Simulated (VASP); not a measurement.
The system is BiB.

```
B Bi
1.0
     0.14065    2.72440    2.72440
     2.72440    0.14065    2.72440
     2.72440    2.72440    0.14065
B Bi
1 1
Direct
  0.00324 0.00324 0.00324
  0.24676 0.24676 0.24676
```

This cell differs from its parent crystal: epitaxial 111 strain -5.9%.

Base run:

- Program: VASP 6.6.1
- Functional: PBE
- Potentials or basis: VASP PAW PBE potentials, release 64 (B, Bi_d)
- Cutoff: 500 eV
- k mesh: 8 × 8 × 8
- Occupations: fermi-dirac, width 0.02 eV
- Spin: no spin polarisation

Its results: band gap on the k mesh 0.12 eV (least direct gap 0.29 eV); pressure 11.8 GPa; largest force 0.034 eV/Å.

Task: The run is repeated on the same cell with these changes: functional from PBE to HSE06; cutoff from 500 eV to 420 eV; k mesh from 8 × 8 × 8 to 6 × 6 × 6. What comes out?

Result: Band gap on the k mesh 0.56 eV (least direct gap 0.92 eV); pressure 8.7 GPa; largest force 0.049 eV/Å.

Several settings changed at once.

Caveats: the cell stands under pressure; spin-orbit coupling is left out, which moves the levels of the heavy elements; the PAW data sets were made with another functional, which shifts forces and pressure a little (at least some runs).

A k mesh can miss the band edges.
